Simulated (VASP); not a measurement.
# RuBr2 (P-3m1) in VASP: a series of runs, part 2 of 2

VASP 6.6.1. Earlier steps stand in the parts before.

## (3) Relaxation of shape and atoms at fixed volume, PBEsol (22.76 Å³/atom)

This run uses another cell than the first one, of 22.76 Å³/atom.

The input, INCAR:

```
SYSTEM = RuBr2
  ALGO = Normal
  EDIFF = 1E-6
  EDIFFG = -0.01
  ENCUT = 600
  GGA = PS
  IBRION = 2
  ISIF = 4
  ISMEAR = 0
  LASPH = .TRUE.
  LCHARG = .FALSE.
  LREAL = .FALSE.
  LWAVE = .FALSE.
  NELM = 100
  NSW = 60
  PREC = Accurate
  SIGMA = 0.05
```

The input, KPOINTS:

```
k-points
0
G
  10 10 6
  0 0 0
```

The input, POSCAR:

```
RuBr2
1.0
    3.6992501868      0.0000000000      0.0000000000
   -1.8496250934      3.2036446367      0.0000000000
    0.0000000000      0.0000000000      5.7606324143
Ru Br
1 2
Direct
    0.0000000000      0.0000000000      0.0000000000
    0.3333333333      0.6666666667      0.2214045506
    0.6666666667      0.3333333333      0.7785954494
```

Potentials or basis: VASP PAW PBE potentials, release 64 (Ru_pv, Br).

The run is started by

```bash
cat potpaw_PBE.64/Ru_pv/POTCAR potpaw_PBE.64/Br/POTCAR > POTCAR
mpirun -np 1 vasp_std > vasp.out
```

OUTCAR:

```text
SYSTEM = RuBr2
   EDIFF = 1E-6
   EDIFFG = -0.01
   ENCUT = 600
   GGA = PS
   IBRION = 2
   ISIF = 4
   ISMEAR = 0
   LASPH = .TRUE.
   LREAL = .FALSE.
   NELM = 100
   NSW = 60
   PREC = Accurate

 ion  position               nearest neighbor table
   1  0.000  0.000  0.000-   2 2.49   3 2.49   2 2.49   3 2.49   3 2.49   2 2.49
   2  0.333  0.667  0.221-   1 2.49   1 2.49   1 2.49
   3  0.667  0.333  0.779-   1 2.49   1 2.49   1 2.49

  LATTYP: Found a hexagonal cell.
 ALAT       =     3.6992501868
 C/A-ratio  =     1.5572432583

  Lattice vectors:

 A1 = (   3.6992501868,   0.0000000000,   0.0000000000)
 A2 = (  -1.8496250934,   3.2036446367,   0.0000000000)
 A3 = (   0.0000000000,   0.0000000000,   5.7606324143)

Analysis of symmetry for initial positions (statically):
=====================================================================
 Subroutine PRICEL returns:
 Original cell was already a primitive cell.

 Routine SETGRP: Setting up the symmetry group for a
 hexagonal supercell.

 Subroutine GETGRP returns: Found 12 space group operations
 (whereof 12 operations were pure point group operations)
 out of a pool of 24 trial point group operations.

[... 173 lines left out ...]
  -------------------------------------------------------------------------------------
  Total        0.9268244      0.9268244      0.6139611      0.0000000     -0.0000000     -0.0000000
  in kB       21.7510312     21.7510312     14.4086480      0.0000000     -0.0000000     -0.0000000
  external PRESSURE =      19.3035702 kB  Pullay stress =       0.0000000 kB
[... 172 lines left out ...]
--------------------------------------- Ionic step        6  -------------------------------------------

 number of electron      28.0000000 magnetization

 Free energy of the ion-electron system (eV)
  ---------------------------------------------------
  ext. energy  EPLUGINS =         0.00000000
  ---------------------------------------------------
  free energy    TOTEN  =       -14.11529444 eV

  energy without entropy =      -14.11529444  energy(sigma->0) =      -14.11529444

 E-fermi :   5.2687     XC(G=0): -10.0434

 val. band max:        4.9901213198   @ k =   0.0000   0.2000   0.3333
 cond. band min:       5.7763916952   @ k =   0.0000   0.3000   0.3333
 fundamental gap:      0.7862703754
 Fermi energy:         5.2687055625

 k-point     1 :       0.0000    0.0000    0.0000
  band No.  band energies     occupation
      1     -37.0967      2.00000
      2     -37.0967      2.00000
      3     -37.0321      2.00000
      4     -12.2804      2.00000
      5     -10.9884      2.00000
      6      -1.7808      2.00000
[... 481 lines left out ...]
      5     -11.2331      2.00000
      6      -1.9577      2.00000
[... 10 lines left out ...]
     17       9.7103      0.00000
     18      10.6536      0.00000

 [... further k-points ...]

------------------------ aborting loop because EDIFF is reached ----------------------------------------

  FORCE on cell =-STRESS in cart. coord.  units (eV):
  Direction    XX          YY          ZZ          XY          YZ          ZX
  --------------------------------------------------------------------------------------
  -------------------------------------------------------------------------------------
  Total        0.1059450      0.1059450      0.0839681      0.0000000      0.0000000      0.0000000
  in kB        2.4863527      2.4863527      1.9705924      0.0000000      0.0000000      0.0000000
  external PRESSURE =       2.3144326 kB  Pullay stress =       0.0000000 kB
[... 18 lines left out ...]
  FREE ENERGIE OF THE ION-ELECTRON SYSTEM (eV)
  ---------------------------------------------------
  free  energy   TOTEN  =       -14.1152944425 eV

  energy  without entropy=      -14.1152944425  energy(sigma->0) =      -14.11529444

 reached required accuracy - stopping structural energy minimisation
```

OSZICAR:

```text
N       E                     dE             d eps       ncg     rms          rms(c)
DAV:   1     0.231600671967E+03    0.23160E+03   -0.16115E+04  2800   0.159E+03
[... 46 lines left out ...]
       N       E                     dE             d eps       ncg     rms          rms(c)
DAV:   1    -0.141165456541E+02   -0.13666E-02   -0.49717E-02  2640   0.163E+00    0.226E-01
DAV:   2    -0.141154898646E+02    0.10558E-02   -0.30009E-03  2774   0.389E-01    0.104E-01
DAV:   3    -0.141153188999E+02    0.17096E-03   -0.66851E-04  3118   0.178E-01    0.385E-02
DAV:   4    -0.141152963558E+02    0.22544E-04   -0.10960E-04  3204   0.714E-02    0.249E-02
DAV:   5    -0.141152943855E+02    0.19703E-05   -0.10426E-05  2994   0.256E-02    0.891E-03
DAV:   6    -0.141152944425E+02   -0.56937E-07   -0.30656E-06  2364   0.105E-02
   6 F= -.14115294E+02 E0= -.14115294E+02  d E =-.531028E-03
```

CONTCAR:

```text
RuBr2
   1.00000000000000
     3.7224903266516494    0.0000000000000000   -0.0000000000000000
    -1.8612451633258247    3.2237711881968396    0.0000000000000000
     0.0000000000000000   -0.0000000000000000    5.6889277327711696
  Ru              Br
     1     2
Direct
     0.0000000000000000    0.0000000000000000    0.0000000000000000
     0.3333333332999970    0.6666666667000030    0.2257603385440843
     0.6666666667000030    0.3333333332999970    0.7742396614559157

  0.00000000E+00  0.00000000E+00  0.00000000E+00
  0.00000000E+00  0.00000000E+00  0.00000000E+00
  0.00000000E+00  0.00000000E+00  0.00000000E+00
```

Run time: 3.7 min. Hardware: 1 thread of Intel Xeon 6975P-C (Granite Rapids), shared host; peak memory 0.27 GiB.

What came out:

| Item | Value |
| --- | --- |
| Free energy | -14.1153 eV |
| Energy gained by relaxing | 2.6 meV/atom |
| Ionic steps | 6 |
| Pressure after relaxing | 0.2 GPa |
| Band gap on the k mesh | 0.79 eV (least direct gap 0.86 eV) |

Forces on the atoms (eV/Å):
```
Ru   0.000  0.000  0.000
Br   0.000  0.000 -0.003
Br   0.000  0.000  0.003
```

Step by step:
```csv
step,energy change (eV),largest force (eV/Å),pressure (GPa),volume (Å³)
1,0.0000,0.2333,1.93,68.27
2,-0.0049,0.1189,1.22,68.27
3,-0.0072,0.0352,0.28,68.27
4,-0.0072,0.0278,0.32,68.27
5,-0.0077,0.0127,0.27,68.27
6,-0.0078,0.0029,0.23,68.27
```

Final structure:
```cif
data_structure
_symmetry_space_group_name_H-M 'P 1'
_symmetry_Int_Tables_number 1
_cell_length_a 3.7225
_cell_length_b 3.7225
_cell_length_c 5.6889
_cell_angle_alpha 90.000
_cell_angle_beta 90.000
_cell_angle_gamma 120.000
_cell_volume 68.27
loop_
_atom_site_label
_atom_site_type_symbol
_atom_site_fract_x
_atom_site_fract_y
_atom_site_fract_z
_atom_site_occupancy
Ru1 Ru 0.00000 0.00000 0.00000 1
Br1 Br 0.33333 0.66667 0.22576 1
Br2 Br 0.66667 0.33333 0.77424 1
```

Caveat: the PAW data sets were made with another functional, which shifts forces and pressure a little; this functional lacks dispersion, which binds layers or chains, so the pressure and a relaxed spacing across them are unreliable. A k mesh can miss the band edges.

## (4) Relaxation of shape and atoms at fixed volume, PBEsol (23.69 Å³/atom)

This run uses another cell than the first one, of 23.69 Å³/atom.

The input, INCAR:

```
SYSTEM = RuBr2
ALGO = Normal
EDIFF = 1E-6
EDIFFG = -0.01
ENCUT = 600
GGA = PS
IBRION = 2
ISIF = 4
ISMEAR = 0
LASPH = .True.
LCHARG = .False.
LREAL = .False.
LWAVE = .False.
NELM = 80
NSW = 60
PREC = Accurate
SIGMA = 0.05
```

The input, KPOINTS:

```
k-points
0
Gamma
  10 10 6
  0 0 0
```

The input, POSCAR:

```
RuBr2
1.0
    3.7489104775      0.0000000000      0.0000000000
   -1.8744552388      3.2466517100      0.0000000000
    0.0000000000      0.0000000000      5.8379655672
Ru Br
1 2
Direct
    0.0000000000      0.0000000000      0.0000000000
    0.3333333333      0.6666666667      0.2214045506
    0.6666666667      0.3333333333      0.7785954494
```

The run is started by

```bash
cat potpaw_PBE.64/Ru_pv/POTCAR potpaw_PBE.64/Br/POTCAR > POTCAR
mpirun -np 1 vasp_std > vasp.out
```

It took 4.8 min on 1 thread of Intel Xeon 6975P-C (Granite Rapids), shared host; peak memory 0.28 GiB.

The run converged. Its results:

```yaml
Free_energy: -14.1158 eV
Energy_gained_by_relaxing: 2.0 meV/atom
Ionic_steps: 6
Pressure_after_relaxing: -0.2 GPa
Band_gap_on_the_k_mesh: 0.83 eV (least direct gap 0.87 eV)
```

The path:
| step | energy change (eV) | largest force (eV/Å) | pressure (GPa) | volume (Å³) |
| --- | --- | --- | --- | --- |
| 1 | 0.0000 | 0.1887 | -1.60 | 71.06 |
| 2 | -0.0034 | 0.1075 | -1.10 | 71.06 |
| 3 | -0.0054 | 0.0053 | -0.40 | 71.06 |
| 4 | -0.0055 | 0.0249 | -0.28 | 71.06 |
| 5 | -0.0058 | 0.0110 | -0.23 | 71.06 |
| 6 | -0.0059 | 0.0018 | -0.19 | 71.06 |

Final structure:
```
CELL_PARAMETERS angstrom
3.72713 0.00000 0.00000
-1.86357 3.22779 0.00000
0.00000 0.00000 5.90639
ATOMIC_POSITIONS crystal
Ru 0.00000 0.00000 0.00000
Br 0.33333 0.66667 0.21754
Br 0.66667 0.33333 0.78246
```

Levels at points of the mesh, in eV from the valence-band top:
```tsv
k point	band 10	band 11	band 12	band 13	band 14	band 15	band 16	band 17	band 18
(0.00, 0.00, 0.00)	-2.77	-2.44	-1.40	-1.40	-0.40	1.82	1.82	3.29	4.19
(0.50, 0.00, 0.00)	-4.19	-4.15	-1.28	-0.67	-0.52	1.68	1.92	5.28	5.34
(0.00, 0.00, 0.50)	-2.85	-2.85	-1.41	-1.41	-0.27	1.97	1.97	4.50	5.37
(0.50, 0.00, 0.50)	-4.06	-3.42	-1.35	-0.68	-0.52	1.69	1.81	4.64	4.86
```

Caveat: the PAW data sets were made with another functional, which shifts forces and pressure a little; this functional lacks dispersion, which binds layers or chains, so the pressure and a relaxed spacing across them are unreliable.

## (5) The runs side by side

```csv
cell,gap on the mesh (eV),pressure (GPa),relaxed volume (Å³/atom)
"relaxed from a = 3.694, b = 3.694, c = 5.658 Å, angles 90.0, 90.0, 120.0°, 3 atoms, atomic positions A",0.77,0.6,-
"relaxed from a = 3.699, b = 3.699, c = 5.761 Å, angles 90.0, 90.0, 120.0°, 3 atoms, atomic positions B",0.79,0.2,22.76
"relaxed from a = 3.749, b = 3.749, c = 5.838 Å, angles 90.0, 90.0, 120.0°, 3 atoms, atomic positions B",0.83,-0.2,23.69
```

Alike in all rows: task relaxation of shape and atoms at fixed volume; level PBEsol; potentials or basis VASP PAW PBE potentials, release 64 (Ru_pv, Br); no spin polarisation; k mesh 10 × 10 × 6; cutoff (eV) 600; smearing gaussian 0.05 eV.

Caveats: the PAW data sets were made with another functional, which shifts forces and pressure a little; this functional lacks dispersion, which binds layers or chains, so the pressure and a relaxed spacing across them are unreliable.

Absolute energies hang on the potentials; compare differences alone.
